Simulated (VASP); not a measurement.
GaP, 2 atoms in the cell. It takes space group F-43m (No. 216, cubic). Conventional cell: a = 5.414 Å, b = 5.414 Å, c = 5.414 Å, α = 90.00°, β = 90.00°, γ = 90.00°. Within 3.1 Å of Ga (site symmetry -43m) lie 4 P at 2.34 Å. P (site symmetry -43m) has 4 Ga at 2.34 Å within 3.1 Å. 

```yaml
Program: VASP 6.6.1
Task: single point
Functional: b88 exchange, pbe correlation
Potentials_or_basis: VASP PAW PBE potentials, release 64 (Ga_d, P)
Cutoff: 500 eV
k_mesh: 8 × 8 × 8
Occupations: fermi-dirac, width 0.05 eV
Spin: no spin polarisation
Dipole_correction: no
Further_INCAR_settings: ALGO = Normal; EDIFF = 1e-06; NBANDS = 16
```

Potentials or basis: VASP PAW PBE potentials, release 64 (Ga_d, P).

Command:

```console
$ cat potpaw_PBE.64/Ga_d/POTCAR potpaw_PBE.64/P/POTCAR > POTCAR
$ mpirun -np 1 vasp_std > vasp.out
```

Hardware: 1 thread of Intel(R) Xeon(R) Platinum 8488C (Sapphire Rapids), on a shared host.

**Question.** How long does it take, and how much memory?

**Answer.** It took 15 s on 1 thread of Intel(R) Xeon(R) Platinum 8488C (Sapphire Rapids), with other jobs on the host, peak memory 0.16 GiB. Counts: scf iterations 12, k points 29.
